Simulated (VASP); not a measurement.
Hf3F2: single point with PBE

The system is Hf3F2.

```
Hf F
1.0
     5.42873    0.00000    0.00000
    -2.71437    4.70142    0.00000
     0.00000    0.00000    4.38846
Hf F
3 2
Direct
  0.83333 0.16667 0.22596
  0.83333 0.66667 0.22596
  0.33333 0.16667 0.22596
  0.33333 0.66667 0.47156
  0.33333 0.66667 0.98027
```

The cell was built from a structure type or drawn by symmetry, and may not be a known phase.

```json
{
 "Program": "VASP 6.6.1",
 "Task": "single point",
 "Functional": "PBE",
 "Potentials or basis": "VASP PAW PBE potentials, release 64 (Hf_pv, F)",
 "Cutoff": "600 eV",
 "k mesh": "4 × 4 × 3",
 "Occupations": "gaussian, width 0.2 eV",
 "Spin": "no spin polarisation"
}
```

```yaml
Pressure: -0.5 GPa
Largest_force: 0.034 eV/Å
Band_gap_on_the_k_mesh: zero (bands 22 and 23 overlap by 0.40 eV)
```

Forces in eV/Å, atoms in the order of the input:
```
Hf   0.000  0.000  0.000
Hf   0.000  0.000  0.000
Hf   0.000  0.000  0.000
F    0.000  0.000 -0.034
F    0.000  0.000  0.034
```

Stress tensor (GPa, compression positive):
```
-0.76  0.00  0.00
 0.00 -0.76  0.00
 0.00  0.00 -0.10
```

Levels at points of the mesh, in eV from the Fermi level:
```
           k point  band 19  band 20  band 21  band 22  band 23  band 24  band 25  band 26
(0.00, 0.00, 0.00)    -2.13    -2.00    -1.70    -1.25    -0.35     1.07     1.07     1.30
(0.50, 0.00, 0.00)    -1.26    -1.07    -0.70     0.05     0.97     1.00     1.04     1.05
```

Wall time 79 s on 1 thread of Intel Xeon 8259CL, with other jobs on the host, peak memory 0.27 GiB.

Caveat: the k points lie up to 0.48 Å⁻¹ apart; spin-orbit coupling is left out, which moves the levels of the heavy elements.
